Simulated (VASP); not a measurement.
Set up this calculation in VASP 6.6.1, as the native input.

```yaml
Task: single point
Functional: PBE
Dispersion: D3(BJ)
Potentials_or_basis: VASP PAW PBE potentials, release 64 (S)
Cutoff: 520 eV
k_mesh: 1 × 1 × 1
Occupations: gaussian, width 0.05 eV
Spin: no spin polarisation
Dipole_correction: no
Further_INCAR_settings: LREAL = Auto; ALGO = Normal; EDIFF = 1e-06; NBANDS = 58
```

The structure of S (a cell with a defect) lies in POSCAR:

```
S
1.0
  -16.8298319424    -16.8298319424      0.0000000000
  -16.8298319424     16.8298319424      0.0000000000
   16.8298319424      0.0000000000    -20.4474802137
S
15
Direct
    0.8594148989      0.3128932226      0.5599989104
    0.3626040879      0.8626076585      0.5838478277
    0.3680354951      0.7680742807      0.5361519008
    0.7707637762      0.3362623249      0.5260962521
    0.2680704142      0.8680381528      0.5361516654
    0.8541774435      0.2506388258      0.5939050400
    0.3626041976      0.7212372064      0.5838480734
    0.7382830961      0.3597443717      0.5915258176
    0.2212342922      0.8626074898      0.5838485687
    0.7688351309      0.1783493964      0.5284750633
    0.2680704199      0.6681107767      0.5361514914
    0.6683699695      0.2740584278      0.5450838859
    0.1681076518      0.7680739658      0.5361510795
    0.7148696579      0.2127232528      0.5749158224
    0.2212344339      0.7212381183      0.5838486015
```

This cell differs from its parent crystal: atoms taken out, then relaxed in part.

These files were run (other wordings do the same):

INCAR

```
SYSTEM = S
PREC = Accurate ; ENCUT = 520
EDIFF = 1E-6 ; ISMEAR = 0
SIGMA = 0.05 ; LREAL = Auto
LASPH = .TRUE. ; NELM = 100
ALGO = Normal ; ISIF = 2
LWAVE = .FALSE. ; LCHARG = .TRUE.
GGA = PE ; IVDW = 12
LELF = .TRUE. ; LVHAR = .TRUE.
NBANDS = 58
```

KPOINTS

```
Automatic mesh
0
G
  1 1 1
  0 0 0
```

Potentials or basis: VASP PAW PBE potentials, release 64 (S).

Launch:

```sh
$ cat potpaw_PBE.64/S/POTCAR > POTCAR
$ mpirun -np 1 vasp_gam > vasp.out
```

Results of the run:

```json
{"Pressure": "0.0 GPa", "Largest force": "0.146 eV/Å", "Dispersion energy per atom": "-0.074 eV"}
```

Caveat: the cell differs from its parent crystal (atoms taken out, then relaxed in part).

It took 30 min on 1 thread of Intel(R) Xeon(R) 6975P-C (Granite Rapids), with other jobs on the host, peak memory 7.8 GiB.
